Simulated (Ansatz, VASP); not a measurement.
## Si: VASP beside Ansatz

Contents of POSCAR:

```
Si
1.0
    3.8319083588      0.0000000000      0.0000000000
   -1.9159541794      3.3185299837      0.0000000000
    0.0000000000      0.0000000000     25.3129518340
Si
8
Direct
    0.6666666667      0.3333333333      0.2962910074
    0.3333333333      0.6666666667      0.3279041508
    0.3333333333      0.6666666667      0.4215592880
    0.6666666667      0.3333333333      0.4531724314
    0.6666666667      0.3333333333      0.5468275686
    0.3333333333      0.6666666667      0.5784407120
    0.3333333333      0.6666666667      0.6720958492
    0.6666666667      0.3333333333      0.7037089926
```

The input INCAR.step1:

```
SYSTEM = Si
PREC = Accurate
ENCUT = 520
ISMEAR = 0
SIGMA = 0.05
LREAL = .False.
LASPH = .True.
NELM = 150
ISPIN = 2
MAGMOM = 1 1 0 0 0 0 1 1
LDIPOL = .True.
IDIPOL = 3
DIPOL = 0.5 0.5 0.500
NBANDS = 30
GGA = PE
ALGO = Normal
EDIFF = 1E-4
LWAVE = .True.
LCHARG = .False.
```

Contents of INCAR.step2:

```
SYSTEM = Si
PREC = Accurate
ENCUT = 520
EDIFF = 1E-6
ISMEAR = 0
SIGMA = 0.05
LREAL = .False.
LASPH = .True.
NELM = 150
ALGO = Normal
ISIF = 2
LWAVE = .False.
LCHARG = .True.
ISPIN = 2
MAGMOM = 1 1 0 0 0 0 1 1
LORBIT = 11
LDIPOL = .True.
IDIPOL = 3
DIPOL = 0.5 0.5 0.500
METAGGA = R2SCAN
LMIXTAU = .True.
LELF = .True.
LVHAR = .True.
LVACPOTAV = .True.
NBANDS = 30
ISTART = 1
```

The input KPOINTS:

```
Automatic mesh
0
Gamma
  9 9 1
  0 0 0
```

Input for Ansatz:

```yaml
crystal:
  lattice:
    - [3.8319083588, 0.0, 0.0]
    - [-1.9159541794, 3.3185299837, 0.0]
    - [0.0, 0.0, 25.312951834]
  atoms:
    - { symbol: Si, position: [0.6666666667, 0.3333333333, 0.2962910074], spin: 1.0 }
    - { symbol: Si, position: [0.3333333333, 0.6666666667, 0.3279041508], spin: 1.0 }
    - { symbol: Si, position: [0.3333333333, 0.6666666667, 0.421559288] }
    - { symbol: Si, position: [0.6666666667, 0.3333333333, 0.4531724314] }
    - { symbol: Si, position: [0.6666666667, 0.3333333333, 0.5468275686] }
    - { symbol: Si, position: [0.3333333333, 0.6666666667, 0.578440712] }
    - { symbol: Si, position: [0.3333333333, 0.6666666667, 0.6720958492], spin: 1.0 }
    - { symbol: Si, position: [0.6666666667, 0.3333333333, 0.7037089926], spin: 1.0 }
basis:
  ecutwfc: 500
kpoints:
  mp_grid: { grid: [9, 9, 1] }
hamiltonian:
  xc: r2scan
scf:
  occupations: { method: gaussian, width: 0.05 }
output:
  forces: true
  stress: true
  eigenvalues: true
  populations: true
  write_density: true
  write_potential: true
  elf: true
  volumetric_format: npy
magnetization:
  spin_polarized: true
efield:
  axis: 3
  dipole_correction: true
  ramp_width: 0.04
```

Alike in both runs: task single point; functional r2SCAN; k mesh 9 × 9 × 1; occupations gaussian, width 0.05 eV; collinear spin.

|  | VASP | Ansatz |
| --- | --- | --- |
| version | VASP 6.6.1 | Ansatz 0.2.0 |
| potentials or method | VASP PAW PBE potentials, release 64 (Si), cutoff 520 eV | scalar-relativistic, plane waves, PAW |
| valence electrons in the cell | 32 | 32 |

|  | VASP | Ansatz | Ansatz less VASP |
| --- | --- | --- | --- |
| gap on the k mesh at the Fermi level (eV) | 0.16 | 0.15 | -0.005 |
| least direct gap on the mesh (eV) | 0.23 | 0.22 | -0.005 |
| rms of the force components (eV/Å) | 0.248 | 0.243 | -0.0052 |
| net moment per atom (μB) | 0.25 | 0.25 | 0.000 |

VASP's potentials were made for PBE, not for r2SCAN. Atom by atom the forces differ by 0.007 eV/Å (rms over components). Ansatz's warnings: stability check not made, xc potential rough in thin density.
